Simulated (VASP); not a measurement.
Si16C (a cell with a defect): single point with r2SCAN+D3(BJ)

Si16C (a cell with a defect):

```
Si C
1.0
     0.00000    5.43000    5.43000
     5.43000    0.00000    5.43000
     5.43000    5.43000    0.00000
Si C
16 1
Direct
  0.00939 0.01956 0.97447
  0.08377 0.15612 0.12799
  0.98302 0.00368 0.49811
  0.11250 0.13170 0.61161
  0.00163 0.52464 0.99882
  0.15045 0.62879 0.11893
  0.00422 0.50556 0.49289
  0.12133 0.63082 0.62560
  0.47108 0.02360 0.01515
  0.58740 0.09268 0.19186
  0.47639 0.97561 0.55314
  0.60986 0.12920 0.63953
  0.55580 0.48752 0.99659
  0.62671 0.65334 0.12806
  0.49546 0.50352 0.50068
  0.63049 0.60900 0.63262
  0.77263 0.23227 0.08257
```

* Program: VASP 6.6.1
* Task: single point
* Functional: r2SCAN
* Dispersion: D3(BJ)
* Potentials or basis: VASP PAW PBE potentials, release 64 (Si, C)
* Cutoff: 520 eV
* k mesh: 2 × 2 × 2
* Occupations: fermi-dirac, width 0.02 eV
* Spin: collinear spin, zero start
* Starting moments: [0.0, 0.0, 0.0, 0.0, 0.0, 0.0, 0.0, 0.0, 0.0, 0.0, 0.0, 0.0, 0.0, 0.0, 0.0, 0.0, 0.0] μB
* Dipole correction: no
* Further INCAR settings: LREAL = Auto; ALGO = Normal; EDIFF = 1e-07; NBANDS = 52

```yaml
Pressure: 0.9 GPa
Largest_force: 0.345 eV/Å
Band_gap_on_the_k_mesh: 0.12 eV
Net_moment: 0.00 μB per cell
Valence_electrons_inside_the_program's_atomic_spheres: Si 1.68, 1.67, 1.72, 1.74, 1.71, 1.75, 1.66, 1.73; C 2.44
Dispersion_energy_per_atom: -0.146 eV
```

Forces on the atoms (eV/Å):
```
Si  -0.044 -0.061  0.053
Si  -0.017  0.133  0.078
Si  -0.015 -0.002  0.012
Si  -0.017  0.010 -0.019
Si   0.027 -0.016  0.023
Si   0.037 -0.037 -0.013
Si   0.004  0.004  0.029
Si   0.010  0.009  0.000
Si   0.026  0.024 -0.018
Si  -0.035  0.029  0.052
Si   0.034 -0.008  0.025
Si   0.028  0.004  0.020
Si  -0.060  0.149  0.054
Si  -0.037 -0.025 -0.032
Si   0.001 -0.009  0.006
Si  -0.013 -0.021  0.013
C    0.072 -0.183 -0.283
```

Stress tensor (GPa, compression positive):
```
 0.51  1.72 -0.50
 1.72 -0.53 -0.89
-0.50 -0.89  2.64
```

Levels at points of the mesh, in eV from the valence-band top:
Spin up:
```
           k point  band 32  band 33  band 34  band 35  band 36  band 37
(0.00, 0.00, 0.00)    -0.69    -0.51    -0.26     0.12     0.41     0.68
(0.50, 0.00, 0.00)    -1.27    -0.99    -0.63     0.71     1.29     1.39
(0.00, 0.50, 0.00)    -1.23    -0.76    -0.62     0.70     1.32     1.39
(0.00, 0.00, 0.50)    -1.17    -0.69    -0.30     0.72     1.15     1.19
(0.50, 0.50, 0.50)    -1.10    -0.89    -0.25     0.71     1.18     1.39
(0.50, 0.50, 0.00)    -1.68    -0.90     0.00     0.58     1.22     1.68
(0.00, 0.50, 0.50)    -1.64    -0.95    -0.55     0.67     1.31     1.70
(0.50, 0.00, 0.50)    -1.65    -0.93    -0.71     0.81     1.46     1.70
```
Spin down:
```csv
k point,band 31,band 32,band 33,band 34,band 35,band 36,band 37,band 38
"(0.00, 0.00, 0.00)",-1.19,-0.69,-0.51,-0.26,0.12,0.41,0.68,0.83
"(0.50, 0.00, 0.00)",-1.38,-1.27,-0.99,-0.63,0.71,1.29,1.39,1.48
"(0.00, 0.50, 0.00)",-1.31,-1.23,-0.76,-0.62,0.70,1.32,1.39,1.50
"(0.00, 0.00, 0.50)",-1.23,-1.17,-0.69,-0.30,0.72,1.15,1.19,1.44
"(0.50, 0.50, 0.50)",-1.23,-1.10,-0.89,-0.25,0.71,1.18,1.39,1.58
"(0.50, 0.50, 0.00)",-1.74,-1.68,-0.90,0.00,0.58,1.22,1.68,2.21
"(0.00, 0.50, 0.50)",-1.65,-1.64,-0.95,-0.55,0.67,1.31,1.70,2.24
"(0.50, 0.00, 0.50)",-1.81,-1.65,-0.93,-0.71,0.81,1.46,1.70,2.31
```

It took 25 min on 1 thread of Intel(R) Xeon(R) 6975P-C (Granite Rapids) (shared host), peak memory 0.84 GiB.

Caveat: the k points lie up to 0.50 Å⁻¹ apart; the PAW data sets were made with another functional, which shifts forces and pressure a little.
